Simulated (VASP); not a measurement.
# GaN (Cm) in VASP: further runs

GaN is run at these levels: r2SCAN; tasks: single point.

Program: VASP 6.6.1. These are calculated values, not measurements. Logs are shortened: lines on timing, memory, paths and dates and some standing lists are left out, and cuts for length are marked.

## 1. The cell of the first run

Symmetry: Cm, No. 8, monoclinic system. Conventional cell: a = 5.508 Å, b = 3.180 Å, c = 5.166 Å, α = 90.00°, β = 90.00°, γ = 90.00°. Within 2.5 Å of Ga (site symmetry m) lie 4 N at 1.86 to 2.03 Å. Within 2.5 Å of Ga (site symmetry m) lie 4 N at 1.86 to 2.00 Å. N (site symmetry m) has 4 Ga at 1.86 to 2.00 Å within 2.5 Å. Within 2.5 Å of N (site symmetry m) lie 4 Ga at 1.86 to 2.03 Å.

## 2. Single point, r2SCAN

POSCAR

```
GaN
1.0
    3.1799996605      0.0000000000      0.0000000000
   -1.5899998303      2.7539604900      0.0000000000
    0.0000000000      0.0000000000      5.1660000000
Ga N
2 2
Direct
    0.3543703306      0.6771851653      0.0157777479
    0.6877036639      0.3438518319      0.5157777479
    0.3333333333      0.6666666667      0.3750000000
    0.6666666667      0.3333333333      0.8750000000
```

INCAR.step1

```
SYSTEM = GaN
  ALGO = Normal
  EDIFF = 1E-4
  ENCUT = 520
  GGA = PE
  ISMEAR = 0
  LASPH = .TRUE.
  LCHARG = .FALSE.
  LREAL = .FALSE.
  LWAVE = .TRUE.
  NBANDS = 26
  NELM = 60
  PREC = Accurate
  SIGMA = 0.05
```

INCAR.step2

```
SYSTEM = GaN
  ALGO = Normal
  EDIFF = 1E-6
  ENCUT = 520
  ISIF = 2
  ISMEAR = 0
  ISTART = 1
  LASPH = .TRUE.
  LCHARG = .FALSE.
  LMIXTAU = .TRUE.
  LREAL = .FALSE.
  LWAVE = .FALSE.
  METAGGA = R2SCAN
  NBANDS = 26
  NELM = 60
  PREC = Accurate
  SIGMA = 0.05
```

KPOINTS

```
k-points
0
G
  12 12 6
  0 0 0
```

Potentials or basis: VASP PAW PBE potentials, release 64 (Ga_d, N).

Command:

```bash
> cat potpaw_PBE.64/Ga_d/POTCAR potpaw_PBE.64/N/POTCAR > POTCAR
> cp INCAR.step1 INCAR
> mpirun -np 1 vasp_std > vasp.out
> cp INCAR.step2 INCAR
> mpirun -np 1 vasp_std > vasp.out
```

OUTCAR:

```text
SYSTEM = GaN
   EDIFF = 1E-6
   ENCUT = 520
   ISIF = 2
   ISMEAR = 0
   ISTART = 1
   LASPH = .TRUE.
   LREAL = .FALSE.
   METAGGA = R2SCAN
   NELM = 60
   PREC = Accurate

 ion  position               nearest neighbor table
   1  0.354  0.677  0.016-   3 1.86   4 1.95   4 1.95   4 2.03
   2  0.688  0.344  0.516-   4 1.86   3 1.92   3 2.00   3 2.00
   3  0.333  0.667  0.375-   1 1.86   2 1.92   2 2.00   2 2.00
   4  0.667  0.333  0.875-   2 1.86   1 1.95   1 1.95   1 2.03

  LATTYP: Found a hexagonal cell.
 ALAT       =     3.1799996605
 C/A-ratio  =     1.6245284753

  Lattice vectors:

 A1 = (   3.1799996605,   0.0000000000,   0.0000000000)
 A2 = (  -1.5899998303,   2.7539604900,   0.0000000000)
 A3 = (   0.0000000000,   0.0000000000,   5.1660000000)

Analysis of symmetry for initial positions (statically):
=====================================================================
 Subroutine PRICEL returns:
 Original cell was already a primitive cell.

 Routine SETGRP: Setting up the symmetry group for a
 hexagonal supercell.

 Subroutine GETGRP returns: Found  2 space group operations
 (whereof  2 operations were pure point group operations)
 out of a pool of 24 trial point group operations.

The static configuration has the point symmetry C_1h.

Analysis of symmetry for dynamics (positions and initial velocities):
=====================================================================
 Subroutine PRICEL returns:
 Original cell was already a primitive cell.

 Routine SETGRP: Setting up the symmetry group for a
 hexagonal supercell.

 Subroutine GETGRP returns: Found  2 space group operations
 (whereof  2 operations were pure point group operations)
 out of a pool of 24 trial point group operations.

The dynamic configuration has the point symmetry C_1h.

 Subroutine INISYM returns: Found  2 space group operations
 (whereof  2 operations are pure point group operations),
 and found     1 'primitive' translations

----------------------------------------------------------------------------------------

                                     Primitive cell

  volume of cell :      45.2417

  direct lattice vectors                    reciprocal lattice vectors
     3.179999661  0.000000000  0.000000000     0.314465442  0.181556708  0.000000000
    -1.589999830  2.753960490  0.000000000     0.000000000  0.363113416  0.000000000
     0.000000000  0.000000000  5.166000000     0.000000000  0.000000000  0.193573364

  length of vectors
     3.179999661  3.179999661  5.166000000     0.363113416  0.363113416  0.193573364

  position of ions in fractional coordinates (direct lattice)
     0.354370331  0.677185165  0.015777748
     0.687703664  0.343851832  0.515777748
     0.333333333  0.666666667  0.375000000
     0.666666667  0.333333333  0.875000000

  ion indices of the primitive-cell ions
   primitive index   ion index
                 1           1
                 2           2
                 3           3
                 4           4

----------------------------------------------------------------------------------------

 KPOINTS: k-points

Automatic generation of k-mesh.
 Grid dimensions read from file:
 generate k-points for:   12   12    6

 Generating k-lattice:

  Cartesian coordinates                     Fractional coordinates (reciprocal lattice)
     0.026205454  0.015129726  0.000000000     0.083333333  0.000000000  0.000000000
     0.000000000  0.030259451  0.000000000     0.000000000  0.083333333  0.000000000
     0.000000000  0.000000000  0.032262227     0.000000000  0.000000000  0.166666667

  Length of vectors
     0.030259451  0.030259451  0.032262227

  Shift w.r.t. Gamma in fractional coordinates (k-lattice)
     0.000000000  0.000000000  0.000000000

 Subroutine IBZKPT returns following result:
 ===========================================

 Found    242 irreducible k-points:

 Following reciprocal coordinates:
            Coordinates               Weight
  0.000000  0.000000  0.000000      1.000000
  0.083333  0.000000  0.000000      2.000000
  0.000000  0.083333  0.000000      4.000000
  0.166667  0.000000  0.000000      2.000000
  0.000000  0.166667  0.000000      4.000000
  0.250000  0.000000  0.000000      2.000000
[... 16 lines left out ...]
 -0.083333  0.416667  0.000000      4.000000
 -0.416667  0.333333  0.000000      4.000000
 [... further k-points ...]
   k-points           NKPTS =    242   k-points in BZ     NKDIM =    242   number of bands    NBANDS=     26
   number of dos      NEDOS =    301   number of ions     NIONS =      4
   total plane-waves  NPLWV =  23040
   dimension x,y,z NGX =    24 NGY =   24 NGZ =   40
   dimension x,y,z NGXF=    48 NGYF=   48 NGZF=   80
   ions per type =               2   2
   NGX,Y,Z   is equivalent  to a cutoff of  12.55, 12.55, 12.87 a.u.
   NGXF,Y,Z  is equivalent  to a cutoff of  25.09, 25.09, 25.74 a.u.
 SYSTEM =  GaN
   PREC   = accura    normal or accurate (medium, high low for compatibility)
   ISTART =      1    job   : 0-new  1-cont  2-samecut
   ICHARG =      0    charge: 1-file 2-atom 10-const
   ISPIN  =      1    spin polarized calculation?
   LNONCOLLINEAR =      F non collinear calculations
   LSORBIT =      F    spin-orbit coupling
   LASPH  =      T    aspherical Exc in radial PAW
   ENCUT  =  520.0 eV  38.22 Ry    6.18 a.u.   5.91  5.91  9.61*2*pi/ulx,y,z
   NELM   =     60;   NELMIN=  2; NELMDL=  0     # of ELM steps
   EDIFF  = 0.1E-05   stopping-criterion for ELM
   LREAL  =      F    real-space projection
   EDIFFG = 0.1E-04   stopping-criterion for IOM
   NSW    =      0    number of steps for IOM
   IBRION =     -1    ionic relax: 0-MD 1-quasi-New 2-CG
   NFREE  =      0    steps in history (QN), initial steepest desc. (CG)
   ISIF   =      2    stress and relaxation
   ISYM   =      2    0-nonsym 1-usesym 2-fastsym
   POTIM  = 0.5000    time-step for ionic-motion
   TEBEG  =    0.0;   TEEND  =   0.0 temperature during run
   PSTRESS=    0.0 pullay stress
   NELECT =      36.0000    total number of electrons
   NUPDOWN=      -1.0000    fix difference up-down
   EMIN   =  10.00;   EMAX   =-10.00  energy-range for DOS
   EFERMI =   0.00;   METHOD = LEGACY
   ISMEAR =     0;   SIGMA  =   0.05  broadening in eV -4-tet -1-fermi 0-gaus
   EFERMI_NEDOS =   21; number of points for ismear=-14 and -15
   IALGO  =     38    algorithm
   IMIX   =      4    mixing-type and parameters
     AMIX     =   0.40;   BMIX     =  1.00
     AMIX_MAG =   1.60;   BMIX_MAG =  1.00
  volume/ion in A,a.u.               =      11.31        76.33
  Fermi-wavevector in a.u.,A,eV,Ry     =   1.517036  2.866783 31.312431  2.301399
  Thomas-Fermi vector in A             =   2.626346
   LORBIT       =      0    0 simple, 1 ext, 2 COOP (PROOUT), +10 PAW based schemes
   METAGGA = R2SCAN    functional components
   LHFCALC =     F    Hartree Fock is set to
   AEXX    =    0.0000 exact exchange contribution
   IVDW    =     0    specifies the selected vdW correction
   LEPSILON=     F    determine dielectric tensor
   LRPA    =     F    only Hartree local field effects (RPA)
 non-spin polarized calculation
 Gauss-broadening in eV      SIGMA  =   0.05
  energy-cutoff  :      520.00
  volume of cell :       45.24
 maximum number of plane-waves:      1236
   NGX = 11   NGY = 11   NGZ = 19

 number of electron      36.0000003 magnetization

 Free energy of the ion-electron system (eV)
  ---------------------------------------------------
  ext. energy  EPLUGINS =         0.00000000
  ---------------------------------------------------
  free energy    TOTEN  =       -43.65659807 eV

  energy without entropy =      -43.65659807  energy(sigma->0) =      -43.65659807

 E-fermi :   5.5399     XC(G=0): -12.6944

 val. band max:        5.2689632079   @ k =   0.0000   0.0000   0.0000
 cond. band min:       7.5279888835   @ k =   0.0000   0.0000   0.0000
 fundamental gap:      2.2590256756
 Fermi energy:         5.5399289764

 k-point     1 :       0.0000    0.0000    0.0000
  band No.  band energies     occupation
      1     -11.7373      2.00000
      2     -10.6641      2.00000
      3      -8.7267      2.00000
      4      -8.6584      2.00000
      5      -8.6462      2.00000
      6      -8.5804      2.00000
[... 18 lines left out ...]
     25      17.8267      0.00000
     26      17.8429      0.00000

 k-point     2 :       0.0833    0.0000    0.0000
  band No.  band energies     occupation
      1     -11.6695      2.00000
      2     -10.6478      2.00000
      3      -8.7160      2.00000
      4      -8.6497      2.00000
      5      -8.6269      2.00000
      6      -8.5732      2.00000
[... 18 lines left out ...]
     25      17.4727      0.00000
     26      17.9548      0.00000

 k-point     3 :       0.0000    0.0833    0.0000
  band No.  band energies     occupation
      1     -11.6695      2.00000
      2     -10.6475      2.00000
      3      -8.7157      2.00000
      4      -8.6548      2.00000
      5      -8.6208      2.00000
      6      -8.5724      2.00000
[... 18 lines left out ...]
     25      17.4529      0.00000
     26      17.9675      0.00000

 k-point     4 :       0.1667    0.0000    0.0000
  band No.  band energies     occupation
      1     -11.4830      2.00000
      2     -10.6070      2.00000
      3      -8.6906      2.00000
      4      -8.6290      2.00000
      5      -8.5831      2.00000
      6      -8.5265      2.00000
[... 18 lines left out ...]
     25      17.7145      0.00000
     26      18.2522      0.00000
[... 496 lines left out ...]
      1     -10.8597      2.00000
      2     -10.5144      2.00000
      3      -8.6203      2.00000
      4      -8.6137      2.00000
      5      -8.5163      2.00000
      6      -8.4498      2.00000
[... 18 lines left out ...]
     25      17.8075      0.00000
     26      19.5379      0.00000

 k-point    23 :      -0.0833    0.4167    0.0000
  band No.  band energies     occupation
      1     -10.8603      2.00000
      2     -10.5099      2.00000
      3      -8.6227      2.00000
      4      -8.6130      2.00000
      5      -8.5137      2.00000
      6      -8.4496      2.00000
[... 18 lines left out ...]
     25      17.8102      0.00000
     26      19.5530      0.00000

 k-point    24 :      -0.4167    0.3333    0.0000
  band No.  band energies     occupation
      1     -10.8601      2.00000
      2     -10.5108      2.00000
      3      -8.6224      2.00000
      4      -8.6120      2.00000
      5      -8.5149      2.00000
      6      -8.4486      2.00000
[... 18 lines left out ...]
     25      17.8094      0.00000
     26      19.5477      0.00000

 [... further k-points ...]
[... 5 lines left out ...]
  --------------------------------------------------------------------------------------
  -------------------------------------------------------------------------------------
  Total       -0.2992102     -0.3718536      3.5627811      0.0629111     -0.3523750     -0.6102918
  in kB      -10.5961415    -13.1687160    126.1712894      2.2279148    -12.4789039    -21.6126966
  external PRESSURE =      34.1354773 kB  Pullay stress =       0.0000000 kB

 VOLUME and BASIS-vectors are now :
 -----------------------------------------------------------------------------
  energy-cutoff  :      520.00
  volume of cell :       45.24
      direct lattice vectors                 reciprocal lattice vectors
     3.179999661  0.000000000  0.000000000     0.314465442  0.181556708  0.000000000
    -1.589999830  2.753960490  0.000000000     0.000000000  0.363113416  0.000000000
     0.000000000  0.000000000  5.166000000     0.000000000  0.000000000  0.193573364

 POSITION                                       TOTAL-FORCE (eV/Angst)
 -----------------------------------------------------------------------------------
      0.05017      1.86494      0.08151        -0.486500     -0.280881     -1.415950
      1.64017      0.94695      2.66451        -0.567334     -0.327550     -1.407626
     -0.00000      1.83597      1.93725         0.582773      0.336464      1.408950
      1.59000      0.91799      4.52025         0.471060      0.271966      1.414627
 -----------------------------------------------------------------------------------
    total drift:                               -0.001296     -0.000743      0.040214

  FREE ENERGIE OF THE ION-ELECTRON SYSTEM (eV)
  ---------------------------------------------------
  free  energy   TOTEN  =       -43.6565980706 eV

  energy  without entropy=      -43.6565980706  energy(sigma->0) =      -43.65659807
```

Run time: 4.3 min. Hardware: 1 thread of Intel Xeon 6975P-C (Granite Rapids), shared host; peak memory 0.35 GiB.

What came out:

```
Free energy            : -43.6566 eV
Pressure               : 3.4 GPa
Largest force          : 1.561 eV/Å
Band gap on the k mesh : 2.26 eV, direct
```

Forces in eV/Å, atoms in the order of the input:
```
Ga  -0.486 -0.281 -1.416
Ga  -0.567 -0.328 -1.408
N    0.583  0.336  1.409
N    0.471  0.272  1.415
```

Caveat: the cell differs from its parent crystal (all Ga atoms moved -0.100 Å, as atom 1 towards its neighbour atom 2 (Ga) at 3.169 Å); the PAW data sets were made with another functional, which shifts forces and pressure a little.

## 3. Single point, r2SCAN

Changes to POSCAR since step 2:

```diff
@@ -8,4 +8,4 @@
 Direct
-    0.3543703306      0.6771851653      0.0157777479
-    0.6877036639      0.3438518319      0.5157777479
+    0.3228148347      0.6614074174     -0.0078888740
+    0.6561481681      0.3280740840      0.4921111260
     0.3333333333      0.6666666667      0.3750000000
```

INCAR.step1

```
PREC = Accurate ; ENCUT = 520
ISMEAR = 0 ; SIGMA = 0.05
LREAL = False ; LASPH = True
NELM = 100 ; NBANDS = 26
GGA = PE ; ALGO = Normal
EDIFF = 1E-4 ; LWAVE = True
LCHARG = False
```

INCAR.step2

```
PREC = Accurate ; ENCUT = 520
EDIFF = 1E-6 ; ISMEAR = 0
SIGMA = 0.05 ; LREAL = False
LASPH = True ; NELM = 100
ALGO = Normal ; ISIF = 2
LWAVE = False ; LCHARG = False
METAGGA = R2SCAN ; LMIXTAU = True
NBANDS = 26 ; ISTART = 1
```

KPOINTS

```
regular mesh
0
Gamma
  12 12 6
```

Potentials or basis: VASP PAW PBE potentials, release 64 (Ga_d, N).

Command:

```bash
> cat potpaw_PBE.64/Ga_d/POTCAR potpaw_PBE.64/N/POTCAR > POTCAR
> cp INCAR.step1 INCAR
> mpirun -np 1 vasp_std > vasp.out
> cp INCAR.step2 INCAR
> mpirun -np 1 vasp_std > vasp.out
```

OUTCAR:

```text
PREC = Accurate
   ENCUT = 520
   EDIFF = 1E-6
   ISMEAR = 0
   LREAL = False
   LASPH = True
   NELM = 100
   ISIF = 2
   METAGGA = R2SCAN
   ISTART = 1

 ion  position               nearest neighbor table
   1  0.323  0.661  0.992-   4 1.91   4 1.95   4 1.95   3 1.98
   2  0.656  0.328  0.492-   3 1.92   3 1.92   3 1.96   4 1.98
   3  0.333  0.667  0.375-   2 1.92   2 1.92   2 1.96   1 1.98
   4  0.667  0.333  0.875-   1 1.91   1 1.95   1 1.95   2 1.98

  LATTYP: Found a hexagonal cell.
 ALAT       =     3.1799996605
 C/A-ratio  =     1.6245284753

  Lattice vectors:

 A1 = (   3.1799996605,   0.0000000000,   0.0000000000)
 A2 = (  -1.5899998303,   2.7539604900,   0.0000000000)
 A3 = (   0.0000000000,   0.0000000000,   5.1660000000)

Analysis of symmetry for initial positions (statically):
=====================================================================
 Subroutine PRICEL returns:
 Original cell was already a primitive cell.

[... 164 lines left out ...]

 Free energy of the ion-electron system (eV)
  ---------------------------------------------------
  ext. energy  EPLUGINS =         0.00000000
  ---------------------------------------------------
  free energy    TOTEN  =       -43.79591406 eV

  energy without entropy =      -43.79591406  energy(sigma->0) =      -43.79591406

 E-fermi :   5.4321     XC(G=0): -12.6945

 val. band max:        5.2029391617   @ k =   0.0000   0.0000   0.0000
 cond. band min:       7.5532089560   @ k =   0.0000   0.0000   0.0000
 fundamental gap:      2.3502697943
 Fermi energy:         5.4320871429

 k-point     1 :       0.0000    0.0000    0.0000
  band No.  band energies     occupation
      1     -11.7061      2.00000
      2     -10.6966      2.00000
      3      -8.6652      2.00000
      4      -8.6646      2.00000
      5      -8.6558      2.00000
      6      -8.5984      2.00000
[... 685 lines left out ...]
     25      17.5910      0.00000
     26      19.4476      0.00000

 [... further k-points ...]
[... 5 lines left out ...]
  --------------------------------------------------------------------------------------
  -------------------------------------------------------------------------------------
  Total        0.9155985      0.9092139      0.1916489      0.0055292      0.1651033      0.2860000
  in kB       32.4247373     32.1986345      6.7869970      0.1958108      5.8469201     10.1283197
  external PRESSURE =      23.8034563 kB  Pullay stress =       0.0000000 kB

 VOLUME and BASIS-vectors are now :
 -----------------------------------------------------------------------------
  energy-cutoff  :      520.00
  volume of cell :       45.24
      direct lattice vectors                 reciprocal lattice vectors
     3.179999661  0.000000000  0.000000000     0.314465442  0.181556708  0.000000000
    -1.589999830  2.753960490  0.000000000     0.000000000  0.363113416  0.000000000
     0.000000000  0.000000000  5.166000000     0.000000000  0.000000000  0.193573364

 POSITION                                       TOTAL-FORCE (eV/Angst)
 -----------------------------------------------------------------------------------
     -0.02509      1.82149      5.12525         0.391316      0.225926      0.355113
      1.56491      0.90350      2.54225         0.344262      0.198760      0.353010
     -0.00000      1.83597      1.93725        -0.348562     -0.201243     -0.353250
      1.59000      0.91799      4.52025        -0.387016     -0.223444     -0.354873
 -----------------------------------------------------------------------------------
    total drift:                                0.009275      0.005350     -0.028138

  FREE ENERGIE OF THE ION-ELECTRON SYSTEM (eV)
  ---------------------------------------------------
  free  energy   TOTEN  =       -43.7959140603 eV

  energy  without entropy=      -43.7959140603  energy(sigma->0) =      -43.79591406
```

Run time: 4.4 min. Hardware: 1 thread of Intel Xeon 6975P-C (Granite Rapids), shared host; peak memory 0.34 GiB.

What came out:

```yaml
Free_energy: -43.7959 eV
Pressure: 2.4 GPa
Largest_force: 0.575 eV/Å
Band_gap_on_the_k_mesh: 2.35 eV, direct
```

Forces on the atoms (eV/Å):
```
Ga   0.391  0.226  0.355
Ga   0.344  0.199  0.353
N   -0.349 -0.201 -0.353
N   -0.387 -0.223 -0.355
```

Caveat: the cell differs from its parent crystal (all Ga atoms moved +0.050 Å, as atom 1 towards its neighbour atom 2 (Ga) at 3.169 Å); the PAW data sets were made with another functional, which shifts forces and pressure a little.
